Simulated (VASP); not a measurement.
Runs of VASP 6.6.1 on Sn3C. The structure is that of space group Im-3m (No. 229), or close to it. The cells are those of the table. 

```csv
task,cell,k mesh,cutoff (eV),smearing,gap on the mesh (eV),pressure (GPa),relaxed volume (Å³/atom)
relaxation of cell and atoms,"relaxed from a = 4.924 Å, angles 109.5°, 4 atoms",12 × 12 × 12,600,methfessel-paxton 0.1 eV,none,0.0,(a)
single point,"a = 4.919 Å, angles 109.5°, 4 atoms",12 × 12 × 12,520,gaussian 0.1 eV,none,-0.1,-
single point,"a = 5.205 Å, angles 109.5°, 4 atoms",4 × 4 × 4,520,gaussian 0.1 eV,none,-6.0,-
relaxation of cell and atoms,"relaxed from a = 5.205 Å, angles 109.5°, 4 atoms",4 × 4 × 4,600,gaussian 0.1 eV,none,0.0,23.06
single point,"a = 4.915 Å, angles 109.5°, 4 atoms",12 × 12 × 12,520,methfessel-paxton 0.1 eV,none,0.0,-
```

Alike in all rows: level PBE; potentials or basis VASP PAW PBE potentials, release 64 (Sn_d, C); no spin polarisation.

Estimate the missing entries.

(a) 22.87.

Caveats: some runs use coarse meshes; spin-orbit coupling is left out, which moves the levels of the heavy elements; the volume moved by over 15 % at a fixed basis, so the end points are rough (some runs).

A k mesh can miss the band edges, and the runs leave out spin-orbit coupling on Sn.

A gap of «none» marks levels without a gap at the run's occupations.
